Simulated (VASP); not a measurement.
# BaTiO3 (P4mm) in VASP: density of states with PBE

Aim: the density of states of BaTiO3 with PBE.

Program: VASP 6.6.1. These are calculated values, not measurements. Logs are shortened: lines on timing, memory, paths and dates and some standing lists are left out, and cuts for length are marked.

## (1) The cell of the first run

Symmetry: P4mm, No. 99, tetragonal system. Conventional cell: a = 4.048 Å, b = 4.048 Å, c = 4.066 Å, α = 90.00°, β = 90.00°, γ = 90.00°. Ba (site symmetry 4mm) has 12 O at 2.83 to 2.91 Å and 8 Ti at 3.47 to 3.55 Å within 3.7 Å. Within 2.5 Å of Ti (site symmetry 4mm) lie 6 O at 1.89 to 2.17 Å. Within 2.5 Å of O (site symmetry 4mm) lie 2 Ti at 1.89 to 2.17 Å. O (site symmetry 2mm) has 2 Ti at 2.03 Å within 2.7 Å.

## (2) Density of states, PBE

Contents of POSCAR:

```
BaTiO3
1.0
    4.0480755400      0.0000000000      0.0000000000
    0.0000000000      4.0480755400      0.0000000000
    0.0000000000      0.0000000000      4.0664952100
Ba Ti O
1 1 3
Direct
    0.0000000000      0.0000000000      0.0000000000
    0.5000000000      0.5000000000      0.4820000000
    0.5000000000      0.5000000000      0.0160000000
    0.5000000000      0.0000000000      0.5150000000
    0.0000000000      0.5000000000      0.5150000000
```

Contents of INCAR.step1:

```
  PREC = Accurate
  ENCUT = 520
  EDIFF = 1E-6
  ISMEAR = 1
  SIGMA = 0.0217
  LREAL = F
  LASPH = T
  NELM = 100
  ALGO = Normal
  ISIF = 2
  LWAVE = F
  LCHARG = T
  LMAXMIX = 4
  GGA = PE
  NBANDS = 28
```

Contents of KPOINTS.step1:

```
regular mesh
0
Gamma
  6 6 6
```

Contents of INCAR.step2:

```
  PREC = Accurate
  ENCUT = 520
  EDIFF = 1E-6
  ISMEAR = -5
  SIGMA = 0.0217
  LREAL = F
  LASPH = T
  NELM = 100
  ALGO = Normal
  ISIF = 2
  LWAVE = F
  LCHARG = F
  LMAXMIX = 4
  GGA = PE
  LORBIT = 11
  NBANDS = 28
  NEDOS = 2001
  ICHARG = 11
```

Contents of KPOINTS.step2:

```
regular mesh
0
Gamma
  9 9 9
```

Potentials or basis: VASP PAW PBE potentials, release 64 (Ba_sv, Ti_sv, O).

Command:

```sh
> cat potpaw_PBE.64/Ba_sv/POTCAR potpaw_PBE.64/Ti_sv/POTCAR potpaw_PBE.64/O/POTCAR > POTCAR
> cp INCAR.step1 INCAR
> cp KPOINTS.step1 KPOINTS
> mpirun -np 1 vasp_std > vasp.out
> cp INCAR.step2 INCAR
> cp KPOINTS.step2 KPOINTS
> mpirun -np 1 vasp_std > vasp.out
```

OUTCAR:

```text
PREC = Accurate
   ENCUT = 520
   EDIFF = 1E-6
   ISMEAR = -5
   LREAL = F
   LASPH = T
   NELM = 100
   ISIF = 2
   GGA = PE
   LORBIT = 11
   ICHARG = 11

 ion  position               nearest neighbor table
   1  0.000  0.000  0.000-   4 2.83   5 2.83   5 2.83   4 2.83   3 2.86   3 2.86   3 2.86   3 2.86
                             4 2.91   5 2.91   5 2.91   4 2.91   2 3.47   2 3.47   2 3.47   2 3.47
   2  0.500  0.500  0.482-   3 1.89   4 2.03   5 2.03   4 2.03   5 2.03   3 2.17   1 3.47   1 3.47
                             1 3.47   1 3.47   1 3.55   1 3.55   1 3.55   1 3.55
   3  0.500  0.500  0.016-   2 1.89   2 2.17   1 2.86   1 2.86   1 2.86   1 2.86
   4  0.500  0.000  0.515-   2 2.03   2 2.03   1 2.83   1 2.83   1 2.91   1 2.91
   5  0.000  0.500  0.515-   2 2.03   2 2.03   1 2.83   1 2.83   1 2.91   1 2.91

  LATTYP: Found a simple tetragonal cell.
 ALAT       =     4.0480755400
 C/A-ratio  =     1.0045502288

  Lattice vectors:

 A1 = (   4.0480755400,   0.0000000000,   0.0000000000)
 A2 = (   0.0000000000,   4.0480755400,   0.0000000000)
 A3 = (   0.0000000000,   0.0000000000,   4.0664952100)

Analysis of symmetry for initial positions (statically):
=====================================================================
 Subroutine PRICEL returns:
 Original cell was already a primitive cell.

 Routine SETGRP: Setting up the symmetry group for a
 simple tetragonal supercell.

 Subroutine GETGRP returns: Found  8 space group operations
 (whereof  8 operations were pure point group operations)
 out of a pool of 16 trial point group operations.

The static configuration has the point symmetry C_4v.

Analysis of symmetry for dynamics (positions and initial velocities):
=====================================================================
 Subroutine PRICEL returns:
 Original cell was already a primitive cell.

 Routine SETGRP: Setting up the symmetry group for a
 simple tetragonal supercell.

 Subroutine GETGRP returns: Found  8 space group operations
 (whereof  8 operations were pure point group operations)
 out of a pool of 16 trial point group operations.

The dynamic configuration has the point symmetry C_4v.

 Subroutine INISYM returns: Found  8 space group operations
 (whereof  8 operations are pure point group operations),
 and found     1 'primitive' translations

----------------------------------------------------------------------------------------

                                     Primitive cell

  volume of cell :      66.6373

  direct lattice vectors                    reciprocal lattice vectors
[... 110 lines left out ...]
   ISMEAR =    -5;   SIGMA  =   0.02  broadening in eV -4-tet -1-fermi 0-gaus
   EFERMI_NEDOS =   21; number of points for ismear=-14 and -15
   IALGO  =     38    algorithm
   IMIX   =      4    mixing-type and parameters
     AMIX     =   0.40;   BMIX     =  1.00
     AMIX_MAG =   1.60;   BMIX_MAG =  1.00
  volume/ion in A,a.u.               =      13.33        89.94
  Fermi-wavevector in a.u.,A,eV,Ry     =   1.380985  2.609683 25.947942  1.907120
  Thomas-Fermi vector in A             =   2.505811
   LORBIT       =     11    0 simple, 1 ext, 2 COOP (PROOUT), +10 PAW based schemes
   GGA     = PE    functional components
   LHFCALC =     F    Hartree Fock is set to
   AEXX    =    0.0000 exact exchange contribution
   IVDW    =     0    specifies the selected vdW correction
   LEPSILON=     F    determine dielectric tensor
   LRPA    =     F    only Hartree local field effects (RPA)
 non-spin polarized calculation
 Fermi weights with tetrahedron method with Bloechl corrections
  energy-cutoff  :      520.00
  volume of cell :       66.64
 maximum number of plane-waves:      1815
 NGX is ok and might be reduce to    30

 number of electron      39.9999981 magnetization

 Free energy of the ion-electron system (eV)
  ---------------------------------------------------
  ext. energy  EPLUGINS =         0.00000000
  ---------------------------------------------------
  free energy    TOTEN  =       -40.00423540 eV

  energy without entropy =      -40.00423540  energy(sigma->0) =      -40.00423540

 E-fermi :   3.5454     XC(G=0): -11.0525

 val. band max:        3.5289840787   @ k =   0.4444   0.4444   0.4444
 cond. band min:       5.2919701972   @ k =   0.0000   0.0000   0.0000
 fundamental gap:      1.7629861184
 Fermi energy:         3.5453867459

 k-point     1 :       0.0000    0.0000    0.0000
  band No.  band energies     occupation
      1     -53.1486      2.00000
      2     -29.3789      2.00000
      3     -29.3422      2.00000
      4     -29.3422      2.00000
      5     -21.3802      2.00000
      6     -13.2663      2.00000
[... 733 lines left out ...]
     27      11.1333      0.00000
     28      12.0038      0.00000

 [... further k-points ...]

------------------------ aborting loop because EDIFF is reached ----------------------------------------

  FORCE on cell =-STRESS in cart. coord.  units (eV):
  Direction    XX          YY          ZZ          XY          YZ          ZX
  --------------------------------------------------------------------------------------
  -------------------------------------------------------------------------------------
  Total       -0.8159931     -0.8159931     -0.2623494      0.0000000     -0.0000000      0.0000000
  in kB      -19.6191229    -19.6191229     -6.3077303      0.0000000     -0.0000000      0.0000000
  external PRESSURE =     -15.1819921 kB  Pullay stress =       0.0000000 kB

 VOLUME and BASIS-vectors are now :
 -----------------------------------------------------------------------------
  energy-cutoff  :      520.00
  volume of cell :       66.64
      direct lattice vectors                 reciprocal lattice vectors
     4.048075540  0.000000000  0.000000000     0.247030963  0.000000000  0.000000000
     0.000000000  4.048075540  0.000000000     0.000000000  0.247030963  0.000000000
     0.000000000  0.000000000  4.066495210     0.000000000  0.000000000  0.245912007

 POSITION                                       TOTAL-FORCE (eV/Angst)
 -----------------------------------------------------------------------------------
      0.00000      0.00000      0.00000         0.000000     -0.000000     -0.088260
      2.02404      2.02404      1.96005         0.000000     -0.000000     -0.120804
      2.02404      2.02404      0.06506         0.000000      0.000000      0.557166
      2.02404      0.00000      2.09425         0.000000     -0.000000     -0.174051
      0.00000      2.02404      2.09425         0.000000     -0.000000     -0.174051
 -----------------------------------------------------------------------------------
    total drift:                                0.000000      0.000000     -0.000211

  FREE ENERGIE OF THE ION-ELECTRON SYSTEM (eV)
  ---------------------------------------------------
  free  energy   TOTEN  =       -40.0042353952 eV

  energy  without entropy=      -40.0042353952  energy(sigma->0) =      -40.00423540

 total charge

# of ion       s       p       d       tot
------------------------------------------
    1        2.005   5.647   0.306   7.958
    2        2.204   6.247   1.693  10.145
    3        1.566   3.451   0.000   5.017
    4        1.562   3.450   0.000   5.012
    5        1.562   3.450   0.000   5.012
--------------------------------------------------
tot          8.899  22.245   2.000  33.144
```

OUTCAR.step1:

```text
PREC = Accurate
   ENCUT = 520
   EDIFF = 1E-6
   ISMEAR = 1
   LREAL = F
[... 979 lines left out ...]
      2.02404      2.02404      1.96005        -0.000000     -0.000000     -0.122657
      2.02404      2.02404      0.06506         0.000000      0.000000      0.557254
      2.02404      0.00000      2.09425        -0.000000     -0.000000     -0.173065
      0.00000      2.02404      2.09425        -0.000000     -0.000000     -0.173065
 -----------------------------------------------------------------------------------
    total drift:                                0.000000      0.000000     -0.000067

  FREE ENERGIE OF THE ION-ELECTRON SYSTEM (eV)
  ---------------------------------------------------
  free  energy   TOTEN  =       -40.0040625998 eV

  energy  without entropy=      -40.0040780473  energy(sigma->0) =      -40.00406775
```

Wall time 3.1 min (1 thread of AMD EPYC 7R13, shared host); peak memory 0.23 GiB.

What came out:

- Valence electrons inside the program's atomic spheres: Ba 7.96; Ti 10.14; O 5.02, 5.01

Caveat: spin-orbit coupling is left out, which moves the levels of the heavy elements.
